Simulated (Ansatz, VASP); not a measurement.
**SiC in VASP and in Ansatz**

```
CELL_PARAMETERS angstrom
0.02671 2.17246 2.17246
2.17246 0.02671 2.17246
2.17246 2.17246 0.02671
ATOMIC_POSITIONS crystal
Si 0.00068 0.00068 0.00068
C 0.24932 0.24932 0.24932
```

Alike in both runs: task single point; functional PBEsol; k mesh 9 × 9 × 9; no spin polarisation.

```csv
,VASP,Ansatz
version,VASP 6.6.1,Ansatz 0.2.0
potentials or method,"VASP PAW PBE potentials, release 64 (Si, C), cutoff 600 eV","scalar-relativistic, plane waves, PAW"
occupations,"gaussian, width 0.01 eV",fixed
valence electrons in the cell,8,8
```

```csv
,VASP,Ansatz,Ansatz less VASP
gap on the k mesh at the Fermi level (eV),1.28,1.29,+0.010
least direct gap on the mesh (eV),4.43,4.44,+0.010
pressure (GPa),6.5,6.3,-0.24
"traceless stress, the component that is largest in VASP (GPa)",-3.17,-3.15,+0.022
```

VASP's potentials were made for PBE, not for PBEsol.
